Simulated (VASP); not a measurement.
A run of VASP 6.6.1:

File INCAR:

```
PREC = Accurate
ENCUT = 520
EDIFF = 1E-6
ISMEAR = 0
SIGMA = 0.1
LREAL = False
LASPH = True
NELM = 60
ALGO = Normal
ISIF = 2
LWAVE = False
LCHARG = False
GGA = PE
IVDW = 12
NBANDS = 64
```

KPOINTS

```
regular mesh
0
Gamma
  2 3 1
```

POSCAR

```
KCa9Mg3
1.0
    7.4795120000      0.0000000000      0.0000000000
    0.0000000000      5.2888130000      0.0000000000
    0.0000000000      0.0000000000     22.3493900000
Ca Mg K
9 3 1
Direct
    0.4999999800      0.0000000000      0.0447439500
    0.2406399391      0.5001285144      0.1151698505
    0.7483836798      0.5003624933      0.1235822509
    0.0057813782      0.0005827400      0.2024926610
    0.7733090091      0.5007914026      0.2903341508
    0.2715105405      0.5007868274      0.2777564798
    0.5068360951      0.0011563040      0.3637559269
    0.2344634703      0.5013258829      0.4390174085
    0.7429007597      0.5014045125      0.4555743138
    0.0000000000      0.0000000000      0.0447439500
    0.5097687965      0.0004969526      0.1999160154
    0.0038771101      0.0008092944      0.3662327595
    0.4205179589      0.0011300801      0.5648795292
```

Potentials or basis: VASP PAW PBE potentials, release 64 (Ca_sv, Mg, K_sv).

Command:

```console
$ cat potpaw_PBE.64/Ca_sv/POTCAR potpaw_PBE.64/Mg/POTCAR potpaw_PBE.64/K_sv/POTCAR > POTCAR
$ mpirun -np 1 vasp_std > vasp.out
```

Hardware: 1 thread of Oxide Virtual Turin-like Processor (shared host).

Q: How long does it take, and how much memory?

A: Run time: 10 min on 1 thread of Oxide Virtual Turin-like Processor, with other jobs on the host, peak memory 0.78 GiB. Counts: scf iterations 22, k points 4.
